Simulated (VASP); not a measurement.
Input of a VASP 6.6.1 run:

INCAR

```
ALGO     = Normal         # electronic algorithm
EDIFF    = 1E-6           # SCF threshold, eV
ENCUT    = 520            # plane-wave cutoff, eV
GGA      = PE             # functional
ISIF     = 2              # what is computed and relaxed
ISMEAR   = -1             # smearing method
LASPH    = True           # aspherical terms in the spheres
LCHARG   = False          # write CHGCAR
LREAL    = False          # projectors in reciprocal space
LWAVE    = False          # write WAVECAR
NBANDS   = 12             # bands
NELM     = 80             # most SCF steps
PREC     = Accurate       # precision mode
SIGMA    = 0.1            # smearing width, eV
```

KPOINTS

```
k-points
0
Gamma
  17 17 17
```

Contents of POSCAR:

```
As
1.0
   -2.6720497017      2.6720497017      1.4212565868
    2.6720497017     -2.6720497017      1.4212565868
    2.6720497017      2.6720497017     -1.4212565868
As
2
Direct
   -0.3750000000     -0.1250000000     -0.2500000000
    0.3750000000      0.1250000000      0.2500000000
```

Potentials or basis: VASP PAW PBE potentials, release 64 (As).

The run is started by

```sh
$ cat potpaw_PBE.64/As/POTCAR > POTCAR
$ mpirun -np 1 vasp_std > vasp.out
```

Task: Predict the pressure.

Result: 0.1 GPa.

Task: What does it give for the band gap on the k mesh?

Result: Zero (bands 5 and 6 overlap by 6.38 eV).
